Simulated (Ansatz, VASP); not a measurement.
AlN in VASP and in Ansatz

```
Al N
1.0
     0.00000    2.01724    2.01724
     2.01724    0.00000    2.01724
     2.01724    2.01724    0.00000
Al N
1 1
Direct
  0.50000 0.50000 0.50000
  0.00000 0.00000 0.00000
```

Alike in both runs: functional PBE; dispersion D3(BJ); k mesh 10 × 10 × 10; occupations gaussian, width 0.02 eV; no spin polarisation.

Ansatz relaxed the structure, and its values are those at the end. VASP's run is a single point on that final structure, the one shown.

```csv
,VASP,Ansatz
version,VASP 6.6.1,Ansatz 0.2.0
potentials or method,"VASP PAW PBE potentials, release 64 (Al, N), cutoff 600 eV","scalar-relativistic, plane waves, PAW"
valence electrons in the cell,8,8
```

```csv
,VASP,Ansatz,Ansatz less VASP
gap on the k mesh at the Fermi level (eV),4.67,4.69,+0.021
least direct gap on the mesh (eV),5.77,5.76,-0.012
pressure (GPa),-0.3,0.0,+0.29
```
